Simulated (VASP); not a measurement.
# Cr (P6/mmm) in VASP: single point with PBE

Aim: the single point of Cr with PBE.

Everything below comes from runs of VASP 6.6.1. Logs are shortened: lines on timing, memory, paths and dates and some standing lists are left out, and cuts for length are marked.

### Step 1. The cell of the first run

The structure is hexagonal, space group P6/mmm (No. 191). The conventional cell has a = 2.517 Å, b = 2.517 Å, c = 2.238 Å, α = 90.00°, β = 90.00°, γ = 120.00°. Within 3.0 Å of Cr (site symmetry 6/mmm) lie 8 Cr at 2.24 to 2.52 Å.

This isn't the form of Cr at room conditions, which is bcc.

### Step 2. Single point, PBE

INCAR

```
PREC = Accurate
ENCUT = 700
EDIFF = 1E-6
ISMEAR = 0
SIGMA = 0.1
LREAL = F
LASPH = T
NELM = 120
ALGO = Normal
ISIF = 2
LWAVE = F
LCHARG = F
GGA = PE
NBANDS = 13
GGA_COMPAT = F
```

KPOINTS

```
Automatic mesh
0
Gamma
  27 27 24
```

POSCAR

```
Cr
1.0
    2.5171291376      0.0000000000      0.0000000000
   -1.2585645688      2.1798977778      0.0000000000
    0.0000000000      0.0000000000      2.2381721573
Cr
1
Direct
    0.0000000000      0.0000000000      0.0000000000
```

Potentials or basis: VASP PAW PBE potentials, release 64 (Cr_sv).

Command:

```console
> cat potpaw_PBE.64/Cr_sv/POTCAR > POTCAR
> mpirun -np 1 vasp_std > vasp.out
```

OUTCAR:

```text
PREC = Accurate
   ENCUT = 700
   EDIFF = 1E-6
   ISMEAR = 0
   LREAL = F
   LASPH = T
   NELM = 120
   ISIF = 2
   GGA = PE

 ion  position               nearest neighbor table
   1  0.000  0.000  0.000-

  LATTYP: Found a hexagonal cell.
 ALAT       =     2.5171291376
 C/A-ratio  =     0.8891765321

  Lattice vectors:

 A1 = (   2.5171291376,   0.0000000000,   0.0000000000)
 A2 = (  -1.2585645688,   2.1798977778,   0.0000000000)
 A3 = (   0.0000000000,   0.0000000000,   2.2381721573)

Analysis of symmetry for initial positions (statically):
=====================================================================
 Subroutine PRICEL returns:
 Original cell was already a primitive cell.

 Routine SETGRP: Setting up the symmetry group for a
 hexagonal supercell.

 Subroutine GETGRP returns: Found 24 space group operations
 (whereof 24 operations were pure point group operations)
 out of a pool of 24 trial point group operations.

The static configuration has the point symmetry D_6h.

Analysis of symmetry for dynamics (positions and initial velocities):
=====================================================================
 Subroutine PRICEL returns:
 Original cell was already a primitive cell.

 Routine SETGRP: Setting up the symmetry group for a
 hexagonal supercell.

 Subroutine GETGRP returns: Found 24 space group operations
 (whereof 24 operations were pure point group operations)
 out of a pool of 24 trial point group operations.

The dynamic configuration has the point symmetry D_6h.

 Subroutine INISYM returns: Found 24 space group operations
 (whereof 24 operations are pure point group operations),
 and found     1 'primitive' translations

----------------------------------------------------------------------------------------

                                     Primitive cell

  volume of cell :      12.2810

  direct lattice vectors                    reciprocal lattice vectors
     2.517129138  0.000000000  0.000000000     0.397277988  0.229368553  0.000000000
    -1.258564569  2.179897778  0.000000000     0.000000000  0.458737107  0.000000000
     0.000000000  0.000000000  2.238172157     0.000000000  0.000000000  0.446793155

  length of vectors
     2.517129138  2.517129138  2.238172157     0.458737107  0.458737107  0.446793155

  position of ions in fractional coordinates (direct lattice)
     0.000000000  0.000000000  0.000000000

  ion indices of the primitive-cell ions
   primitive index   ion index
                 1           1

----------------------------------------------------------------------------------------

 KPOINTS: Automatic mesh

Automatic generation of k-mesh.
 Grid dimensions read from file:
 generate k-points for:   27   27   24

 Generating k-lattice:

  Cartesian coordinates                     Fractional coordinates (reciprocal lattice)
     0.014714000  0.008495132  0.000000000     0.037037037  0.000000000  0.000000000
     0.000000000  0.016990263  0.000000000     0.000000000  0.037037037  0.000000000
     0.000000000  0.000000000  0.018616381     0.000000000  0.000000000  0.041666667

  Length of vectors
     0.016990263  0.016990263  0.018616381

  Shift w.r.t. Gamma in fractional coordinates (k-lattice)
     0.000000000  0.000000000  0.000000000

 Subroutine IBZKPT returns following result:
 ===========================================

 Found    975 irreducible k-points:

 Following reciprocal coordinates:
            Coordinates               Weight
  0.000000  0.000000  0.000000      1.000000
  0.037037 -0.000000  0.000000      6.000000
  0.074074 -0.000000  0.000000      6.000000
  0.111111 -0.000000  0.000000      6.000000
  0.148148 -0.000000  0.000000      6.000000
  0.185185 -0.000000  0.000000      6.000000
[... 16 lines left out ...]
  0.333333  0.037037  0.000000     12.000000
  0.370370  0.037037  0.000000     12.000000
 [... further k-points ...]
   k-points           NKPTS =    975   k-points in BZ     NKDIM =    975   number of bands    NBANDS=     13
   number of dos      NEDOS =    301   number of ions     NIONS =      1
   total plane-waves  NPLWV =  11520
   dimension x,y,z NGX =    24 NGY =   24 NGZ =   20
   dimension x,y,z NGXF=    48 NGYF=   48 NGZF=   40
   ions per type =               1
   NGX,Y,Z   is equivalent  to a cutoff of  15.85, 15.85, 14.86 a.u.
   NGXF,Y,Z  is equivalent  to a cutoff of  31.70, 31.70, 29.71 a.u.
 SYSTEM =  unknown system
   PREC   = accura    normal or accurate (medium, high low for compatibility)
   ISTART =      0    job   : 0-new  1-cont  2-samecut
   ICHARG =      2    charge: 1-file 2-atom 10-const
   ISPIN  =      1    spin polarized calculation?
   LNONCOLLINEAR =      F non collinear calculations
   LSORBIT =      F    spin-orbit coupling
   LASPH  =      T    aspherical Exc in radial PAW
   ENCUT  =  700.0 eV  51.45 Ry    7.17 a.u.   5.43  5.43  4.83*2*pi/ulx,y,z
   NELM   =    120;   NELMIN=  2; NELMDL= -5     # of ELM steps
   EDIFF  = 0.1E-05   stopping-criterion for ELM
   LREAL  =      F    real-space projection
   EDIFFG = 0.1E-04   stopping-criterion for IOM
   NSW    =      0    number of steps for IOM
   IBRION =     -1    ionic relax: 0-MD 1-quasi-New 2-CG
   NFREE  =      0    steps in history (QN), initial steepest desc. (CG)
   ISIF   =      2    stress and relaxation
   ISYM   =      2    0-nonsym 1-usesym 2-fastsym
   POTIM  = 0.5000    time-step for ionic-motion
   TEBEG  =    0.0;   TEEND  =   0.0 temperature during run
   PSTRESS=    0.0 pullay stress
   NELECT =      14.0000    total number of electrons
   NUPDOWN=      -1.0000    fix difference up-down
   EMIN   =  10.00;   EMAX   =-10.00  energy-range for DOS
   EFERMI =   0.00;   METHOD = LEGACY
   ISMEAR =     0;   SIGMA  =   0.10  broadening in eV -4-tet -1-fermi 0-gaus
   EFERMI_NEDOS =   21; number of points for ismear=-14 and -15
   IALGO  =     38    algorithm
   IMIX   =      4    mixing-type and parameters
     AMIX     =   0.40;   BMIX     =  1.00
     AMIX_MAG =   1.60;   BMIX_MAG =  1.00
  volume/ion in A,a.u.               =      12.28        82.88
  Fermi-wavevector in a.u.,A,eV,Ry     =   1.710169  3.231752 39.792680  2.924679
  Thomas-Fermi vector in A             =   2.788518
   LORBIT       =      0    0 simple, 1 ext, 2 COOP (PROOUT), +10 PAW based schemes
   GGA     = PE    functional components
   LHFCALC =     F    Hartree Fock is set to
   AEXX    =    0.0000 exact exchange contribution
   IVDW    =     0    specifies the selected vdW correction
   LEPSILON=     F    determine dielectric tensor
   LRPA    =     F    only Hartree local field effects (RPA)
 non-spin polarized calculation
 Gauss-broadening in eV      SIGMA  =   0.10
  energy-cutoff  :      700.00
  volume of cell :       12.28
 maximum number of plane-waves:       537
 NGX is ok and might be reduce to    24
   NGX = 11   NGY = 11   NGZ =  9

 number of electron      13.9999999 magnetization

 Free energy of the ion-electron system (eV)
  ---------------------------------------------------
  ext. energy  EPLUGINS =         0.00000000
  ---------------------------------------------------
  free energy    TOTEN  =        -8.85257431 eV

  energy without entropy =       -8.84510656  energy(sigma->0) =       -8.84884043

 E-fermi :  12.9766     XC(G=0): -13.2936

 val. band max:       12.9765667400   @ k =   0.0370  -0.0000   0.3750
 cond. band min:      12.9772814108   @ k =   0.2222  -0.0000   0.4583
 fundamental gap:      0.0007146708
 Fermi energy:        12.9766277132

 k-point     1 :       0.0000    0.0000    0.0000
  band No.  band energies     occupation
      1     -58.7233      2.00000
      2     -29.5445      2.00000
      3     -29.5445      2.00000
      4     -29.2920      2.00000
      5       5.4344      2.00000
      6       9.6951      2.00000
      7      12.3974      2.00000
      8      12.3974      2.00000
      9      15.6894      0.00000
     10      15.6894      0.00000
     11      31.7952      0.00000
     12      34.7280      0.00000
     13      38.2155      0.00000

 k-point     2 :       0.0370   -0.0000    0.0000
  band No.  band energies     occupation
      1     -58.7213      2.00000
      2     -29.5555      2.00000
      3     -29.5470      2.00000
      4     -29.2910      2.00000
      5       5.4858      2.00000
      6       9.7098      2.00000
      7      12.3609      2.00000
      8      12.4317      2.00000
      9      15.6662      0.00000
     10      15.6852      0.00000
     11      31.7625      0.00000
     12      34.8013      0.00000
     13      37.5683      0.00000

 k-point     3 :       0.0741   -0.0000    0.0000
  band No.  band energies     occupation
      1     -58.7156      2.00000
      2     -29.5878      2.00000
      3     -29.5542      2.00000
      4     -29.2880      2.00000
      5       5.6382      2.00000
      6       9.7532      2.00000
      7      12.2558      2.00000
      8      12.5337      2.00000
      9      15.5985      0.00000
     10      15.6728      0.00000
     11      31.6195      0.00000
     12      35.0190      0.00000
     13      36.5517      0.00000

 k-point     4 :       0.1111   -0.0000    0.0000
  band No.  band energies     occupation
      1     -58.7063      2.00000
      2     -29.6396      2.00000
      3     -29.5659      2.00000
      4     -29.2831      2.00000
      5       5.8867      2.00000
      6       9.8225      2.00000
      7      12.0955      2.00000
      8      12.7004      1.99991
      9      15.4915      0.00000
     10      15.6529      0.00000
     11      31.2394      0.00000
     12      35.3742      0.00000
     13      35.7128      0.00000

 k-point     5 :       0.1481   -0.0000    0.0000
  band No.  band energies     occupation
      1     -58.6940      2.00000
      2     -29.7078      2.00000
      3     -29.5813      2.00000
      4     -29.2765      2.00000
      5       6.2225      2.00000
      6       9.9125      2.00000
      7      11.9011      2.00000
      8      12.9268      1.51872
      9      15.3532      0.00000
     10      15.6268      0.00000
     11      30.5047      0.00000
     12      34.7262      0.00000
     13      35.2388      0.00000
[... 257 lines left out ...]
 k-point    22 :       0.2963    0.0370    0.0000
  band No.  band energies     occupation
      1     -58.6204      2.00000
      2     -30.1009      2.00000
      3     -29.6767      2.00000
      4     -29.2376      2.00000
      5       8.2944      2.00000
      6      10.2035      2.00000
      7      11.5524      2.00000
      8      14.4813      0.00000
      9      14.6052      0.00000
     10      15.4642      0.00000
     11      25.0488      0.00000
     12      30.4724      0.00000
     13      35.9089      0.00000

 k-point    23 :       0.3333    0.0370    0.0000
  band No.  band energies     occupation
      1     -58.6056      2.00000
      2     -30.1780      2.00000
      3     -29.6953      2.00000
      4     -29.2299      2.00000
      5       8.6312      2.00000
      6      10.2047      2.00000
      7      11.8150      2.00000
      8      14.4673      0.00000
      9      14.8419      0.00000
     10      15.4327      0.00000
     11      23.8661      0.00000
     12      29.8495      0.00000
     13      36.0196      0.00000

 k-point    24 :       0.3704    0.0370    0.0000
  band No.  band energies     occupation
      1     -58.5932      2.00000
      2     -30.2423      2.00000
      3     -29.7108      2.00000
      4     -29.2234      2.00000
      5       8.8317      2.00000
      6      10.2431      2.00000
      7      12.1700      2.00000
      8      14.3541      0.00000
      9      15.1662      0.00000
     10      15.4064      0.00000
     11      22.8115      0.00000
     12      29.3270      0.00000
     13      36.1213      0.00000

 [... further k-points ...]

------------------------ aborting loop because EDIFF is reached ----------------------------------------

  FORCE on cell =-STRESS in cart. coord.  units (eV):
  Direction    XX          YY          ZZ          XY          YZ          ZX
  --------------------------------------------------------------------------------------
  -------------------------------------------------------------------------------------
  Total       -0.0638959     -0.0638959     -0.0528496      0.0000000      0.0000000     -0.0000000
  in kB       -8.3358194     -8.3358194     -6.8947324      0.0000000      0.0000000     -0.0000000
  external PRESSURE =      -7.8554571 kB  Pullay stress =       0.0000000 kB

 VOLUME and BASIS-vectors are now :
 -----------------------------------------------------------------------------
  energy-cutoff  :      700.00
  volume of cell :       12.28
      direct lattice vectors                 reciprocal lattice vectors
     2.517129138  0.000000000  0.000000000     0.397277988  0.229368553  0.000000000
    -1.258564569  2.179897778  0.000000000     0.000000000  0.458737107  0.000000000
     0.000000000  0.000000000  2.238172157     0.000000000  0.000000000  0.446793155

 POSITION                                       TOTAL-FORCE (eV/Angst)
 -----------------------------------------------------------------------------------
      0.00000      0.00000      0.00000         0.000000      0.000000      0.000000
 -----------------------------------------------------------------------------------
    total drift:                                0.000000     -0.000000      0.000000

  FREE ENERGIE OF THE ION-ELECTRON SYSTEM (eV)
  ---------------------------------------------------
  free  energy   TOTEN  =        -8.8525743103 eV

  energy  without entropy=       -8.8451065565  energy(sigma->0) =       -8.84884043
```

Run time: 1.7 min. Hardware: 1 thread of Intel Xeon Platinum 8488C (Sapphire Rapids), shared host; peak memory 0.33 GiB.

Results:

* Free energy: -8.8526 eV
* Pressure: -0.8 GPa
* Band gap on the k mesh: zero (bands 7 and 8 overlap by 1.08 eV)

Caveat: the run has no spin polarisation, though such a crystal can be magnetic. Spin polarisation is off, so any magnetic state and its effect on volume and gap are missing.
